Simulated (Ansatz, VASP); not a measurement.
## One calculation of InSb, two programs

```
In Sb
1.0
     4.69155    0.00000    0.00000
     0.00000    6.63485    0.00000
     0.00000    0.00000   19.69155
In Sb
3 3
Direct
  0.50000 0.53796 0.40433
  0.00000 0.94894 0.49999
  0.50000 0.53797 0.59568
  0.00000 0.75717 0.36716
  0.50000 0.21078 0.50001
  0.00000 0.75718 0.63284
```

Alike in both runs: functional PBE; k mesh 8 × 5 × 1; occupations gaussian, width 0.1 eV; no spin polarisation.

Ansatz relaxed the structure, and its values are those at the end. VASP's run is a single point on that final structure, the one shown.

|  | VASP | Ansatz |
| --- | --- | --- |
| version | VASP 6.6.1 | Ansatz 0.2.0 |
| potentials or method | VASP PAW PBE potentials, release 64 (In_d, Sb), cutoff 520 eV | scalar-relativistic, plane waves, PAW |
| valence electrons in the cell | 54 | 84 |

VASP gave:

* gap on the k mesh at the Fermi level (eV): 0.33
* least direct gap on the mesh (eV): 0.78
* rms of the force components (eV/Å): 0.007

Question: Which values does Ansatz return?

Answer: gap on the k mesh at the Fermi level (eV): 0.33; least direct gap on the mesh (eV): 0.79; rms of the force components (eV/Å): 0.001.

The functional is the same, so the differences come from potentials, cutoffs and numerics. VASP's potentials hold 54 valence electrons a cell and Ansatz's 84, so a difference there can come from the potentials and not from the codes. Ansatz's warnings: xc potential rough in thin density.

Neither program's run includes spin-orbit coupling.
